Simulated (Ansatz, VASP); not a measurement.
## One calculation of Ni, two programs

```
CELL_PARAMETERS angstrom
3.87468 0.00000 0.00000
-1.93734 3.35557 0.00000
0.00000 0.00000 2.34649
ATOMIC_POSITIONS crystal
Ni 0.00000 0.00000 0.00000
Ni 0.33333 0.66667 0.50000
Ni 0.66667 0.33333 0.50000
```

Alike in both runs: task single point; functional PBEsol; k mesh 10 × 10 × 15; occupations fermi-dirac, width 0.05 eV; collinear spin.

|  | VASP | Ansatz |
| --- | --- | --- |
| version | VASP 6.6.1 | Ansatz 0.2.0 |
| potentials or method | VASP PAW PBE potentials, release 64 (Ni), cutoff 520 eV | plane waves (420 eV) with PAW, scalar-relativistic |
| valence electrons in the cell | 30 | 54 |

```csv
,VASP,Ansatz,Ansatz less VASP
pressure (GPa),9.6,9.8,+0.25
"traceless stress, the component that is largest in VASP (GPa)",-0.38,-0.27,+0.106
net moment per atom (μB),0.60,0.61,+0.012
size of the moment on the site where the two differ most (μB),0.61,0.65,+0.041
```

VASP's potentials were made for PBE, not for PBEsol, and Ansatz warns of the same on its side. Site moments also hang on the region over which each program counts them. VASP's potentials hold 30 valence electrons a cell and Ansatz's 54, so a difference there can come from the potentials and not from the codes.
